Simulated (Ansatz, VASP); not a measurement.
**SnTe in VASP and in Ansatz**

```
Te Sn
1.0
     0.00000    3.19231    3.19231
     3.19231    0.00000    3.19231
     3.19231    3.19231    0.00000
Te Sn
1 1
Direct
  0.50000 0.50000 0.50000
  0.00000 0.00000 0.00000
```

Alike in both runs: task single point; functional HSE06; k mesh 4 × 4 × 4; occupations fermi-dirac, width 0.05 eV; no spin polarisation.

|  | VASP | Ansatz |
| --- | --- | --- |
| version | VASP 6.6.1 | Ansatz 0.2.0 |
| potentials or method | VASP PAW PBE potentials, release 64 (Te, Sn_d) | Ansatz PAW |
| plane-wave cutoff (eV) | 520 | 420 |
| valence electrons in the cell | 20 | 30 |

Ansatz gave:

- gap on the k mesh at the Fermi level (eV): 0.26
- least direct gap on the mesh (eV): 0.26
- pressure (GPa): -0.5

**Question.** Estimate VASP's values.

**Answer.** gap on the k mesh at the Fermi level (eV): 0.21; least direct gap on the mesh (eV): 0.21; pressure (GPa): -0.7.

The functional is the same, so the differences come from potentials, cutoffs and numerics. VASP's potentials hold 20 valence electrons a cell and Ansatz's 30, so a difference there can come from the potentials and not from the codes.

The k mesh is coarse, so the values compare programs but aren't converged. Spin-orbit coupling is off throughout.
